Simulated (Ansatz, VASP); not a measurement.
Given: the input of a run of VASP 6.6.1 on MnS.

INCAR

```
ALGO = Normal
EDIFF = 1E-6
ENCUT = 520
GGA = PS
ISIF = 2
ISMEAR = -1
LASPH = T
LCHARG = F
LREAL = F
LWAVE = F
NBANDS = 16
NELM = 60
PREC = Accurate
SIGMA = 0.05
```

KPOINTS

```
k-points
0
Gamma
  9 9 9
```

The input POSCAR:

```
MnS
1.0
    0.0000000000      2.4734634191      2.4734634191
    2.4734634191      0.0000000000      2.4734634191
    2.4734634191      2.4734634191      0.0000000000
Mn S
1 1
Direct
    0.0000000000      0.0000000000      0.0000000000
    0.7500000000      0.7500000000      0.7500000000
```

Potentials or basis: VASP PAW PBE potentials, release 64 (Mn_pv, S).

Command:

```console
$ cat potpaw_PBE.64/Mn_pv/POTCAR potpaw_PBE.64/S/POTCAR > POTCAR
$ mpirun -np 1 vasp_std > vasp.out
```

Problem. Translate it to Ansatz 0.2.0. Potentials there: all-electron LAPW, scalar-relativistic.

Solution. As run (the cutoff follows the program's own potentials):

The input input.yaml:

```yaml
crystal:
  lattice:
    - [0.0, 2.4734634191, 2.4734634191]
    - [2.4734634191, 0.0, 2.4734634191]
    - [2.4734634191, 2.4734634191, 0.0]
  atoms:
    - { symbol: Mn, position: [0.0, 0.0, 0.0] }
    - { symbol: S, position: [0.75, 0.75, 0.75] }
kpoints:
  mp_grid: { grid: [9, 9, 9] }
scf:
  occupations: { method: fermi_dirac, width: 0.05 }
hamiltonian:
  xc: pbesol
  pseudopotentials: { kind: all_electron, lapw: { basis_error: 0.001 } }
output:
  forces: true
  stress: true
  eigenvalues: true
```

Potentials or basis: all-electron LAPW, scalar-relativistic.

Launch:

```console
$ ansatz run input.yaml --threads 2 --pin off --max-ram 6144MiB --backend cpu --events-out ev --progress --plain --runs-dir out
```

Both were run:

|  | VASP | Ansatz | Ansatz less VASP |
| --- | --- | --- | --- |
| gap on the k mesh at the Fermi level (eV) | none | none | - |
| pressure (GPa) | -2.9 | -3.1 | -0.23 |

VASP's potentials were made for PBE, not for PBEsol. A gap of «none» marks a metal or a gap that the smearing closes. Ansatz ran all-electron here, and VASP with PAW potentials.
